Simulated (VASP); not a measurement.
# C (P6_3/mmc) in VASP: notebook, part 2 of 2

VASP 6.6.1. The steps go on from the part before.

## (3) Relaxation of cell and atoms, revPBE+D3(BJ)

The COD entry that gives the cell may itself be a prediction, so a difference from it is no test against experiment.

This run uses another cell than the first one, of 5.67 Å³/atom, 1.010 times its volume.

The input, INCAR:

```
  ALGO = Normal
  EDIFF = 1E-6
  EDIFFG = -0.01
  ENCUT = 600
  GGA = RE
  IBRION = 2
  ISIF = 3
  ISMEAR = -1
  IVDW = 12
  LASPH = T
  LCHARG = F
  LREAL = F
  LWAVE = F
  NELM = 100
  NSW = 60
  PREC = Accurate
  SIGMA = 0.05
```

The input, KPOINTS:

```
k-points
0
Gamma
  12 12 3
```

The input, POSCAR:

```
C
1.0
    2.5221000000      0.0000000000      0.0000000000
   -1.2610500000      2.1842026709      0.0000000000
    0.0000000000      0.0000000000     12.3557000000
C
12
Direct
    0.6666666667      0.3333333333      0.3541700000
    0.3333333333      0.6666666667      0.8541700000
    0.6666666667      0.3333333333      0.1458300000
    0.3333333333      0.6666666667      0.6458300000
    0.6666666667      0.3333333333      0.4791700000
    0.3333333333      0.6666666667      0.9791700000
    0.6666666667      0.3333333333      0.0208300000
    0.3333333333      0.6666666667      0.5208300000
    0.0000000000      0.0000000000      0.8125000000
    0.0000000000      0.0000000000      0.3125000000
    0.0000000000      0.0000000000      0.6875000000
    0.0000000000      0.0000000000      0.1875000000
```

Potentials or basis: VASP PAW PBE potentials, release 64 (C).

On the command line:

```sh
$ cat potpaw_PBE.64/C/POTCAR > POTCAR
$ mpirun -np 1 vasp_std > vasp.out
```

OUTCAR:

```text
EDIFF = 1E-6
   EDIFFG = -0.01
   ENCUT = 600
   GGA = RE
   IBRION = 2
   ISIF = 3
   ISMEAR = -1
   IVDW = 12
   LASPH = T
   LREAL = F
   NELM = 100
   NSW = 60
   PREC = Accurate
 IVDW          = 12

 ion  position               nearest neighbor table
   1  0.667  0.333  0.354-   5 1.54  10 1.54  10 1.54  10 1.54
   2  0.333  0.667  0.854-   6 1.54   9 1.54   9 1.54   9 1.54
   3  0.667  0.333  0.146-   7 1.54  12 1.54  12 1.54  12 1.54
   4  0.333  0.667  0.646-   8 1.54  11 1.54  11 1.54  11 1.54
   5  0.667  0.333  0.479-   8 1.54   8 1.54   8 1.54   1 1.54
   6  0.333  0.667  0.979-   7 1.54   7 1.54   7 1.54   2 1.54
   7  0.667  0.333  0.021-   6 1.54   6 1.54   6 1.54   3 1.54
   8  0.333  0.667  0.521-   5 1.54   5 1.54   5 1.54   4 1.54
   9  0.000  0.000  0.812-  11 1.54   2 1.54   2 1.54   2 1.54
  10  0.000  0.000  0.312-  12 1.54   1 1.54   1 1.54   1 1.54
  11  0.000  0.000  0.688-   9 1.54   4 1.54   4 1.54   4 1.54
  12  0.000  0.000  0.188-  10 1.54   3 1.54   3 1.54   3 1.54

  LATTYP: Found a hexagonal cell.
 ALAT       =     2.5221000000
 C/A-ratio  =     4.8989730780

  Lattice vectors:

 A1 = (   2.5221000000,   0.0000000000,   0.0000000000)
 A2 = (  -1.2610500000,   2.1842026709,   0.0000000000)
 A3 = (   0.0000000000,   0.0000000000,  12.3557000000)

Analysis of symmetry for initial positions (statically):
=====================================================================
 Subroutine PRICEL returns:
 Original cell was already a primitive cell.

 Routine SETGRP: Setting up the symmetry group for a
 hexagonal supercell.

 Subroutine GETGRP returns: Found 24 space group operations
 (whereof 12 operations were pure point group operations)
 out of a pool of 24 trial point group operations.

The static configuration has the point symmetry D_3d.
 The point group associated with its full space group is D_6h.

Analysis of symmetry for dynamics (positions and initial velocities):
=====================================================================
 Subroutine PRICEL returns:
 Original cell was already a primitive cell.

 Routine SETGRP: Setting up the symmetry group for a
 hexagonal supercell.

 Subroutine GETGRP returns: Found 24 space group operations
 (whereof 12 operations were pure point group operations)
 out of a pool of 24 trial point group operations.

The dynamic configuration has the point symmetry D_3d.
 The point group associated with its full space group is D_6h.

 Subroutine INISYM returns: Found 24 space group operations
 (whereof 12 operations are pure point group operations),
 and found     1 'primitive' translations

----------------------------------------------------------------------------------------

                                     Primitive cell

  volume of cell :      68.0648

  direct lattice vectors                    reciprocal lattice vectors
     2.522100000  0.000000000  0.000000000     0.396494984  0.228916486  0.000000000
    -1.261050000  2.184202671  0.000000000     0.000000000  0.457832972  0.000000000
     0.000000000  0.000000000 12.355700000     0.000000000  0.000000000  0.080934306

  length of vectors
     2.522100000  2.522100000 12.355700000     0.457832972  0.457832972  0.080934306

  position of ions in fractional coordinates (direct lattice)
     0.666666667  0.333333333  0.354170000
     0.333333333  0.666666667  0.854170000
     0.666666667  0.333333333  0.145830000
     0.333333333  0.666666667  0.645830000
     0.666666667  0.333333333  0.479170000
     0.333333333  0.666666667  0.979170000
     0.666666667  0.333333333  0.020830000
     0.333333333  0.666666667  0.520830000
[... 25 lines left out ...]
 Grid dimensions read from file:
 generate k-points for:   12   12    3

 Generating k-lattice:

  Cartesian coordinates                     Fractional coordinates (reciprocal lattice)
     0.033041249  0.019076374  0.000000000     0.083333333  0.000000000  0.000000000
     0.000000000  0.038152748  0.000000000     0.000000000  0.083333333  0.000000000
     0.000000000  0.000000000  0.026978102     0.000000000  0.000000000  0.333333333

  Length of vectors
     0.038152748  0.038152748  0.026978102

  Shift w.r.t. Gamma in fractional coordinates (k-lattice)
     0.000000000  0.000000000  0.000000000

 Subroutine IBZKPT returns following result:
 ===========================================

 Found     38 irreducible k-points:

 Following reciprocal coordinates:
            Coordinates               Weight
  0.000000  0.000000  0.000000      1.000000
  0.083333  0.000000  0.000000      6.000000
  0.166667  0.000000  0.000000      6.000000
  0.250000  0.000000  0.000000      6.000000
  0.333333  0.000000  0.000000      6.000000
  0.416667  0.000000  0.000000      6.000000
[... 16 lines left out ...]
  0.250000  0.000000  0.333333     12.000000
  0.333333  0.000000  0.333333     12.000000
 [... further k-points ...]
   k-points           NKPTS =     38   k-points in BZ     NKDIM =     38   number of bands    NBANDS=     31
   number of dos      NEDOS =    301   number of ions     NIONS =     12
   total plane-waves  NPLWV =  40000
   dimension x,y,z NGX =    20 NGY =   20 NGZ =  100
   dimension x,y,z NGXF=    40 NGYF=   40 NGZF=  200
   ions per type =              12
   NGX,Y,Z   is equivalent  to a cutoff of  13.18, 13.18, 13.45 a.u.
   NGXF,Y,Z  is equivalent  to a cutoff of  26.37, 26.37, 26.91 a.u.
 SYSTEM =  unknown system
   PREC   = accura    normal or accurate (medium, high low for compatibility)
   ISTART =      0    job   : 0-new  1-cont  2-samecut
   ICHARG =      2    charge: 1-file 2-atom 10-const
   ISPIN  =      1    spin polarized calculation?
   LNONCOLLINEAR =      F non collinear calculations
   LSORBIT =      F    spin-orbit coupling
   LASPH  =      T    aspherical Exc in radial PAW
   ENCUT  =  600.0 eV  44.10 Ry    6.64 a.u.   5.04  5.04 24.68*2*pi/ulx,y,z
   NELM   =    100;   NELMIN=  2; NELMDL= -5     # of ELM steps
   EDIFF  = 0.1E-05   stopping-criterion for ELM
   LREAL  =      F    real-space projection
   EDIFFG = -.1E-01   stopping-criterion for IOM
   NSW    =     60    number of steps for IOM
   IBRION =      2    ionic relax: 0-MD 1-quasi-New 2-CG
   NFREE  =      1    steps in history (QN), initial steepest desc. (CG)
   ISIF   =      3    stress and relaxation
   ISYM   =      2    0-nonsym 1-usesym 2-fastsym
   POTIM  = 0.5000    time-step for ionic-motion
   TEBEG  =    0.0;   TEEND  =   0.0 temperature during run
   PSTRESS=    0.0 pullay stress
   NELECT =      48.0000    total number of electrons
   NUPDOWN=      -1.0000    fix difference up-down
   EMIN   =  10.00;   EMAX   =-10.00  energy-range for DOS
   EFERMI =   0.00;   METHOD = LEGACY
   ISMEAR =    -1;   SIGMA  =   0.05  broadening in eV -4-tet -1-fermi 0-gaus
   EFERMI_NEDOS =   21; number of points for ismear=-14 and -15
   IALGO  =     38    algorithm
   IMIX   =      4    mixing-type and parameters
     AMIX     =   0.40;   BMIX     =  1.00
     AMIX_MAG =   1.60;   BMIX_MAG =  1.00
  volume/ion in A,a.u.               =       5.67        38.28
  Fermi-wavevector in a.u.,A,eV,Ry     =   1.457184  2.753678 28.890408  2.123385
  Thomas-Fermi vector in A             =   2.574015
   LORBIT       =      0    0 simple, 1 ext, 2 COOP (PROOUT), +10 PAW based schemes
   GGA     = RE    functional components
   LHFCALC =     F    Hartree Fock is set to
   AEXX    =    0.0000 exact exchange contribution
   IVDW    =    12    specifies the selected vdW correction
   LEPSILON=     F    determine dielectric tensor
   LRPA    =     F    only Hartree local field effects (RPA)
 conjugate gradient relaxation of ions
 non-spin polarized calculation
  energy-cutoff  :      600.00
  volume of cell :       68.06
 maximum number of plane-waves:      2301
   NGX = 11   NGY = 11   NGZ = 49

--------------------------------------- Ionic step        1  -------------------------------------------

 number of electron      48.0000000 magnetization

 Free energy of the ion-electron system (eV)
  ---------------------------------------------------
  ext. energy  EPLUGINS =         0.00000000
  ---------------------------------------------------
  free energy    TOTEN  =      -104.20083234 eV

  energy without entropy =     -104.20083234  energy(sigma->0) =     -104.20083234

------------------------ aborting loop because EDIFF is reached ----------------------------------------

 Edisp (eV)   -4.74516

 E8    (eV) :    -2.7573
[... 291 lines left out ...]
--------------------------------------- Ionic step        7  -------------------------------------------

 number of electron      48.0000000 magnetization

 Free energy of the ion-electron system (eV)
  ---------------------------------------------------
  ext. energy  EPLUGINS =         0.00000000
  ---------------------------------------------------
  free energy    TOTEN  =      -104.17972393 eV

  energy without entropy =     -104.17972393  energy(sigma->0) =     -104.17972393

 E-fermi :  11.1045     XC(G=0): -13.2430

 val. band max:       10.0647488900   @ k =   0.0000   0.0000   0.0000
 cond. band min:      14.5293753898   @ k =   0.3333   0.0000   0.0000
 fundamental gap:      4.4646264998
 Fermi energy:        11.1044661010

 k-point     1 :       0.0000    0.0000    0.0000
  band No.  band energies     occupation
      1     -11.7170      2.00000
      2     -10.9869      2.00000
      3     -10.9128      2.00000
      4      -8.7310      2.00000
      5      -8.6725      2.00000
      6      -5.9630      2.00000
[... 805 lines left out ...]
     30      17.7974      0.00000
     31      17.8757      0.00000

 [... further k-points ...]

------------------------ aborting loop because EDIFF is reached ----------------------------------------

 Edisp (eV)   -4.79407

 E8    (eV) :    -2.7853
[... 35 lines left out ...]
  FREE ENERGIE OF THE ION-ELECTRON SYSTEM (eV)
  ---------------------------------------------------
  free  energy   TOTEN  =      -108.9737928508 eV

  energy  without entropy=     -108.9737928508  energy(sigma->0) =     -108.97379285

 reached required accuracy - stopping structural energy minimisation
```

It took 4.7 min on 1 thread of Intel Xeon Platinum 8259CL at 2.50GHz (Skylake/Cascade Lake), shared host; peak memory 0.26 GiB.

Results:

- Free energy: -108.9738 eV
- Relaxed volume: 5.61 Å³/atom
- Relaxed cell: a = 2.508 Å, b = 2.508 Å, c = 12.367 Å, α = 90.00°, β = 90.00°, γ = 120.00°
- Space group after relaxing (to 0.05 Å): P6_3/mmc (No. 194)
- Energy gained by relaxing: 2.3 meV/atom
- Ionic steps: 7
- Pressure after relaxing: 0.0 GPa
- Band gap on the k mesh: 4.46 eV, indirect (least direct gap 5.41 eV)
- Dispersion energy per atom: -0.400 eV

Step by step:
```
step  energy change (eV)  largest force (eV/Å)  pressure (GPa)  volume (Å³)
   1              0.0000                0.3310           -4.46        68.06
   2              0.0069                0.4369            5.80        66.52
   3             -0.0272                0.0925            0.18        67.33
   4             -0.0260                0.1532            0.06        67.35
   5             -0.0278                0.0231            0.13        67.34
   6             -0.0278                0.0125           -0.10        67.37
   7             -0.0278                0.0015           -0.02        67.36
```

Final structure:
```xyz
12
Lattice="2.5079 0.0000 0.0000 -1.2539 2.1719 0.0000 0.0000 0.0000 12.3667" Properties=species:S:1:pos:R:3 pbc="T T T"
C     1.2539    0.7240    4.3889
C     0.0000    1.4479   10.5722
C     1.2539    0.7240    1.7945
C     0.0000    1.4479    7.9778
C     1.2539    0.7240    5.9264
C     0.0000    1.4479   12.1098
C     1.2539    0.7240    0.2569
C     0.0000    1.4479    6.4402
C     0.0000    0.0000   10.0554
C     2.5079    0.0000    3.8721
C     0.0000    0.0000    8.4946
C     0.0000    0.0000    2.3113
```

Levels at points of the mesh, in eV from the valence-band top:
```tsv
k point	band 20	band 21	band 22	band 23	band 24	band 25	band 26	band 27	band 28	band 29
(0.00, 0.00, 0.00)	-0.99	-0.99	-0.16	0.00	0.00	5.41	5.41	5.54	6.51	6.51
(0.50, 0.00, 0.00)	-4.44	-4.13	-4.08	-3.66	-2.95	4.64	5.23	5.30	5.63	6.72
```

Caveat: the PAW data sets were made with another functional, which shifts forces and pressure a little. A k mesh can miss the band edges.

## (4) Relaxation of cell and atoms, r2SCAN

This run uses another cell than the first one, of 5.67 Å³/atom, 1.010 times its volume.

POSCAR is that of step 3.

The input, INCAR.step1:

```
  PREC = Accurate
  ENCUT = 600
  ISMEAR = -1
  SIGMA = 0.05
  LREAL = False
  LASPH = True
  NELM = 80
  GGA = PE
  ALGO = Normal
  EDIFF = 1E-4
  LWAVE = True
  LCHARG = False
```

The input, INCAR.step2:

```
  PREC = Accurate
  ENCUT = 600
  EDIFF = 1E-7
  ISMEAR = -1
  SIGMA = 0.05
  LREAL = False
  LASPH = True
  NELM = 80
  ALGO = Normal
  ISIF = 3
  LWAVE = False
  LCHARG = False
  METAGGA = R2SCAN
  LMIXTAU = True
  IBRION = 2
  NSW = 60
  EDIFFG = -0.01
  ISTART = 1
```

The input, KPOINTS:

```
Automatic mesh
0
Gamma
  12 12 3
```

On the command line:

```sh
$ cat potpaw_PBE.64/C/POTCAR > POTCAR
$ cp INCAR.step1 INCAR
$ mpirun -np 1 vasp_std > vasp.out
$ cp INCAR.step2 INCAR
$ mpirun -np 1 vasp_std > vasp.out
```

It took 20 min on 1 thread of Intel Xeon 6975P-C (Granite Rapids), shared host; peak memory 0.23 GiB.

Results (log left out):

```yaml
Free_energy: -117.9049 eV
Relaxed_volume: 5.65 Å³/atom
Relaxed_cell: a = 2.513 Å, b = 2.513 Å, c = 12.393 Å, α = 90.00°, β = 90.00°, γ = 120.00°
Space_group_after_relaxing_to_0.05_Å: P6_3/mmc (No. 194)
Energy_gained_by_relaxing: 1.8 meV/atom
Ionic_steps: 6
Pressure_after_relaxing: -0.1 GPa
Largest_force_after_relaxing: 0.008 eV/Å
Band_gap_on_the_k_mesh: 4.66 eV, indirect (least direct gap 5.63 eV)
```

Forces in eV/Å, atoms in the order of the input:
```
C    0.000  0.000 -0.008
C    0.000  0.000 -0.008
C    0.000  0.000  0.008
C    0.000  0.000  0.008
C    0.000  0.000  0.006
C    0.000  0.000  0.006
C    0.000  0.000 -0.006
C    0.000  0.000 -0.006
C    0.000  0.000 -0.007
C    0.000  0.000 -0.007
C    0.000  0.000  0.007
C    0.000  0.000  0.007
```

Stress tensor (GPa, compression positive):
```
-0.15  0.00  0.00
 0.00 -0.15  0.00
 0.00  0.00  0.10
```

The path:
```
step  energy change (eV)  largest force (eV/Å)  pressure (GPa)  volume (Å³)
   1              0.0000                0.3439           -1.78        68.06
   2              0.0031                0.3804            2.45        67.44
   3             -0.0212                0.1018            0.12        67.77
   4             -0.0199                0.2063            0.00        67.78
   5             -0.0217                0.0170            0.08        67.77
   6             -0.0217                0.0077           -0.07        67.79
```

Final structure:
```cif
data_structure
_symmetry_space_group_name_H-M 'P 1'
_symmetry_Int_Tables_number 1
_cell_length_a 2.5132
_cell_length_b 2.5132
_cell_length_c 12.3935
_cell_angle_alpha 90.000
_cell_angle_beta 90.000
_cell_angle_gamma 120.000
_cell_volume 67.79
loop_
_atom_site_label
_atom_site_type_symbol
_atom_site_fract_x
_atom_site_fract_y
_atom_site_fract_z
_atom_site_occupancy
C1 C 0.66667 0.33333 0.35495 1
C2 C 0.33333 0.66667 0.85495 1
C3 C 0.66667 0.33333 0.14505 1
C4 C 0.33333 0.66667 0.64505 1
C5 C 0.66667 0.33333 0.47923 1
C6 C 0.33333 0.66667 0.97923 1
C7 C 0.66667 0.33333 0.02077 1
C8 C 0.33333 0.66667 0.52077 1
C9 C 0.00000 0.00000 0.81317 1
C10 C 0.00000 0.00000 0.31317 1
C11 C 0.00000 0.00000 0.68683 1
C12 C 0.00000 0.00000 0.18683 1
```

Levels at points of the mesh, in eV from the valence-band top:
| k point | band 21 | band 22 | band 23 | band 24 | band 25 | band 26 | band 27 | band 28 |
| --- | --- | --- | --- | --- | --- | --- | --- | --- |
| (0.00, 0.00, 0.00) | -1.05 | -0.16 | 0.00 | 0.00 | 5.63 | 5.63 | 5.77 | 6.80 |
| (0.50, 0.00, 0.00) | -4.34 | -4.29 | -3.84 | -3.11 | 4.86 | 5.50 | 5.55 | 5.89 |

Caveat: the PAW data sets were made with another functional, which shifts forces and pressure a little.

## (5) The runs side by side

```tsv
task	level	cell	cutoff (eV)	gap on the mesh (eV)	pressure (GPa)	relaxed volume (Å³/atom)
single point	revPBE+D3(BJ)	a = 2.508, b = 2.508, c = 12.368 Å, angles 90.0, 90.0, 120.0°, 12 atoms	520	4.46	0.6	-
relaxation of cell and atoms	revPBE+D3(BJ)	relaxed from a = 2.522, b = 2.522, c = 12.356 Å, angles 90.0, 90.0, 120.0°, 12 atoms	600	4.46	0.0	5.61
relaxation of cell and atoms	r2SCAN	relaxed from a = 2.522, b = 2.522, c = 12.356 Å, angles 90.0, 90.0, 120.0°, 12 atoms	600	4.66	-0.1	5.65
```

Alike in all rows: potentials or basis VASP PAW PBE potentials, release 64 (C); no spin polarisation; k mesh 12 × 12 × 3; smearing fermi-dirac 0.05 eV.

Caveats: the PAW data sets were made with another functional, which shifts forces and pressure a little.

Total energies depend on the potentials used, so only differences within one code and one set of settings carry meaning.
